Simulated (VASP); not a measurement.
# KF (Fm-3m) in VASP: further runs, part 2 of 2

VASP 6.6.1.

## Step 3: G0W0 quasiparticle levels, PBE

The input, POSCAR:

```
KF
1.0
    0.0000000000      2.6589566750      2.6589566750
    2.6589566750      0.0000000000      2.6589566750
    2.6589566750      2.6589566750      0.0000000000
K F
1 1
Direct
    0.0000000000      0.0000000000      0.0000000000
    0.5000000000      0.5000000000      0.5000000000
```

The input, INCAR.step1:

```
  PREC = Accurate
  ENCUT = 500
  EDIFF = 1E-8
  ISMEAR = 0
  SIGMA = 0.01
  LREAL = F
  LASPH = T
  NELM = 100
  ALGO = Normal
  LWAVE = T
  LCHARG = F
  GGA = PE
```

The input, INCAR.step2:

```
  PREC = Accurate
  ENCUT = 500
  EDIFF = 1E-8
  ISMEAR = 0
  SIGMA = 0.01
  LREAL = F
  LASPH = T
  NELM = 1
  ALGO = Exact
  LWAVE = T
  LCHARG = F
  GGA = PE
  NBANDS = 267
  LOPTICS = T
  ISTART = 1
```

The input, INCAR.step3:

```
  PREC = Accurate
  ENCUT = 500
  EDIFF = 1E-8
  ISMEAR = 0
  SIGMA = 0.01
  LREAL = F
  LASPH = T
  ALGO = EVGW0
  LWAVE = F
  LCHARG = F
  GGA = PE
  NELMGW = 1
  NBANDS = 267
  ENCUTGW = 200
  NOMEGA = 96
  PRECFOCK = Fast
  ISTART = 1
  NBANDSGW = 16
  OMEGAMAX = 20
```

The input, KPOINTS:

```
Automatic mesh
0
Gamma
  4 4 4
```

Potentials or basis: VASP PAW PBE potentials, release 64 (K_sv_GW, F_GW).

Launch:

```console
$ cat potpaw_PBE.64/K_sv_GW/POTCAR potpaw_PBE.64/F_GW/POTCAR > POTCAR
$ cp INCAR.step1 INCAR
$ mpirun -np 1 vasp_std > vasp.out
$ cp INCAR.step2 INCAR
$ mpirun -np 1 vasp_std > vasp.out
$ cp INCAR.step3 INCAR
$ mpirun -np 1 vasp_std > vasp.out
```

OUTCAR:

```text
PREC = Accurate
   ENCUT = 500
   EDIFF = 1E-8
   ISMEAR = 0
   LREAL = F
   LASPH = T
   GGA = PE
   NELMGW = 1
   ENCUTGW = 200
   PRECFOCK = Fast
   ISTART = 1

 ion  position               nearest neighbor table
   1  0.000  0.000  0.000-   2 2.66   2 2.66   2 2.66   2 2.66   2 2.66   2 2.66
   2  0.500  0.500  0.500-   1 2.66   1 2.66   1 2.66   1 2.66   1 2.66   1 2.66

  LATTYP: Found a face centered cubic cell.
 ALAT       =     5.3179133500

  Lattice vectors:

 A1 = (   0.0000000000,   2.6589566750,   2.6589566750)
 A2 = (   2.6589566750,   0.0000000000,   2.6589566750)
 A3 = (   2.6589566750,   2.6589566750,   0.0000000000)

Analysis of symmetry for initial positions (statically):
=====================================================================
 Subroutine PRICEL returns:
 Original cell was already a primitive cell.

[... 126 lines left out ...]
  Fermi-wavevector in a.u.,A,eV,Ry     =   1.231384  2.326979 20.630609  1.516307
  Thomas-Fermi vector in A             =   2.366196
   LORBIT       =      0    0 simple, 1 ext, 2 COOP (PROOUT), +10 PAW based schemes
   GGA     = PE    functional components
   LHFCALC =     T    Hartree Fock is set to
   PRECFOCK=fast      Normal, Fast or Accurate (Low or Medium for compatibility)
   ENCUT4O =  -1.0   cutoff for four orbital integrals eV
   NKREDX  =     1    reduce k-point grid by
   NKREDY  =     1    reduce k-point grid by
   NKREDZ  =     1    reduce k-point grid by
   AEXX    =    1.0000 exact exchange contribution
   HFSCREEN=    0.0000 screening length (either q_TF or 0.3 A-1)
   HFSCREENC=   0.0000 screening length for correlation (either q_TF or 0.3 A-1)
   ENCUTFOCK=  -1.0 apply spherical cutoff to Coloumb kernel
   IVDW    =     0    specifies the selected vdW correction
   LEPSILON=     F    determine dielectric tensor
   LRPA    =     F    only Hartree local field effects (RPA)
   LRPAFORCE           =     F    calculate RPA forces
   ENCUTGW             = 200.0    cutoff for response function in eV
   ENCUTGWSOFT         = 160.0    soft cutoff for Coulomb kernel in GW response function in eV
   ENCUTLF             =  -1.0    cutoff for local field effects
   NELMGW              =     1    number of iterations in solving QP/BSE equation
   NELMHF              =     1    number of iterations in the inner HF iteration
   NKREDLFX            =     1    NKREDLFY  =   1   NKREDLFZ  =   1
 non-spin polarized calculation
 Gauss-broadening in eV      SIGMA  =   0.01
  energy-cutoff  :      500.00
  volume of cell :       37.60
 maximum number of plane-waves:       982
  NGX = 16; NGY = 16; NGZ = 16
   NGX = 13   NGY = 13   NGZ = 13
 maximum number of plane-waves:       259

 QP shifts <psi_nk| G(iteration)W_0 |psi_nk>: iteration 1
 for sc-GW calculations column KS-energies equals QP-energies in previous step
 and V_xc(KS)=  KS-energies - (<T + V_ion + V_H > + <T+V_H+V_ion>^1  + <V_x>^1)

 k-point   1 :       0.0000    0.0000    0.0000
  band No.  KS-energies  QP-energies   sigma(KS)   V_xc(KS)     V^pw_x(r,r')   Z            occupation Imag(sigma)

      1     -26.4459     -28.7206     -21.9623     -18.4221     -30.7057       0.6425       2.0000       0.4501
      2     -19.0221     -22.7149     -28.0666     -23.0026     -37.0215       0.7292       2.0000       0.6294
      3      -9.6851     -13.3467     -22.4205     -18.0588     -24.9291       0.8395       2.0000       0.0450
      4      -9.6851     -13.3467     -22.4205     -18.0588     -24.9291       0.8395       2.0000       0.0450
      5      -9.6851     -13.3467     -22.4205     -18.0588     -24.9291       0.8395       2.0000       0.0450
      6      -0.3675      -2.8867     -24.9764     -21.7649     -29.5448       0.7844       2.0000       0.0519
[... 135 lines left out ...]
      2     -19.0695     -23.0142     -28.0371     -22.9632     -37.0124       0.7775       2.0000       0.6606
      3     -10.0894     -13.7434     -21.8754     -17.4614     -24.4751       0.8278       2.0000       0.0645
      4     -10.0894     -13.7434     -21.8754     -17.4614     -24.4751       0.8278       2.0000       0.0645
      5      -9.7744     -13.4408     -22.3387     -17.9592     -24.8305       0.8371       2.0000       0.0369
      6      -0.7799      -3.3564     -24.1260     -20.8131     -28.6147       0.7777       2.0000       0.0528
[... 8 lines left out ...]
     15      15.7521      18.1502      -9.1137     -12.0361      -5.3871       0.8206       0.0000      -0.0770
     16      15.7521      18.1502      -9.1137     -12.0361      -5.3871       0.8206       0.0000      -0.0770
```

OUTCAR.step1:

```text
PREC = Accurate
   ENCUT = 500
   EDIFF = 1E-8
   ISMEAR = 0
   LREAL = F
   LASPH = T
[... 320 lines left out ...]
 -----------------------------------------------------------------------------------
      0.00000      0.00000      0.00000         0.000000     -0.000000     -0.000000
      2.65896      2.65896      2.65896        -0.000000      0.000000      0.000000
 -----------------------------------------------------------------------------------
    total drift:                                0.000000      0.000000      0.000000

  FREE ENERGIE OF THE ION-ELECTRON SYSTEM (eV)
  ---------------------------------------------------
  free  energy   TOTEN  =       -10.7702368883 eV

  energy  without entropy=      -10.7702368883  energy(sigma->0) =      -10.77023689
```

OUTCAR.step2:

```text
PREC = Accurate
   ENCUT = 500
   EDIFF = 1E-8
   ISMEAR = 0
   LREAL = F
[... 720 lines left out ...]
     0.00000     2.11276     2.11276     2.11276     0.00000     0.00000     0.00000
     2.79341     2.16719     2.16719     2.16719     0.00000     0.00000     0.00000
     5.58681     2.47747     2.47747     2.47747     0.00000     0.00000     0.00000
     8.38022     1.74116     1.74116     1.74116    -0.00000    -0.00000     0.00000
    11.17362     2.00674     2.00674     2.00674     0.00000     0.00000    -0.00000
    13.96703     1.75181     1.75181     1.75181     0.00000     0.00000     0.00000
[... 92 lines left out ...]
   273.75380     0.99249     0.99249     0.99249    -0.00000    -0.00000     0.00000
   276.54720     0.99266     0.99266     0.99266    -0.00000    -0.00000     0.00000
```

It took 4.1 min on 1 thread of AMD EPYC 9R45 (Zen 5), shared host; peak memory 0.61 GiB.

Results:

```yaml
Quasiparticle_gap: 9.80 eV
Least_direct_quasiparticle_gap: 9.80 eV
Band_gap_of_the_starting_levels_on_the_mesh: 6.26 eV
Least_direct_gap_of_the_starting_levels_on_the_mesh: 6.26 eV
```

Caveat: the k points lie up to 0.51 Å⁻¹ apart; bands, screening cutoff and mesh are small and nothing is extrapolated, so the quasiparticle values aren't converged.
